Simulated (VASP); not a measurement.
## C: vibrations by perturbation theory with LDA

C:

```
C
1.0
     1.22179    0.70540    3.24166
    -1.22179    0.70540    3.24166
     0.00000   -1.41080    3.24166
C
2
Cartesian
  0.0000 0.0000 1.6197
  0.0000 0.0000 8.1053
```

This cell differs from its parent crystal: phonons at volume x 0.98.

```yaml
Program: VASP 6.6.1
Task: vibrations by perturbation theory
Functional: LDA
Potentials_or_basis: VASP PAW LDA potentials, release 64 (C)
Cutoff: 520 eV
k_mesh: 12 × 12 × 12
Occupations: gaussian, width 0.01 eV
Spin: no spin polarisation
Dipole_correction: no
Further_INCAR_settings: ALGO = Normal; EDIFF = 1e-08; NBANDS = 11; IBRION = 8; NSW = 1
```

```yaml
Electronic_dielectric_tensor_diagonal: 27.22, 27.22, 5.02
Born_charges_mean_of_the_diagonal: C +0.00 e
Highest_phonon_frequency_at_Γ: 1606 cm⁻¹
```

Phonon frequencies in cm⁻¹ (negative: imaginary):
```tsv
q point	frequencies
(0.000, 0.000, 0.000)	0 0 0 880 1606 1606
```

Electronic dielectric tensor:
```
27.22  0.00  0.00
 0.00 27.22  0.00
 0.00  0.00  5.02
```

Born effective charge tensors (e):
atom 1, C
```
0.00 0.00 0.00
0.00 0.00 0.00
0.00 0.00 0.00
```
atom 2, C
```
0.00 0.00 0.00
0.00 0.00 0.00
0.00 0.00 0.00
```

Run time: 7 min on 1 thread of Intel(R) Xeon(R) 6975P-C (Granite Rapids) (shared host), peak memory 0.43 GiB.

Caveat: the cell differs from its parent crystal (phonons at volume x 0.98); the cell wasn't relaxed at this level first, which shifts response properties.
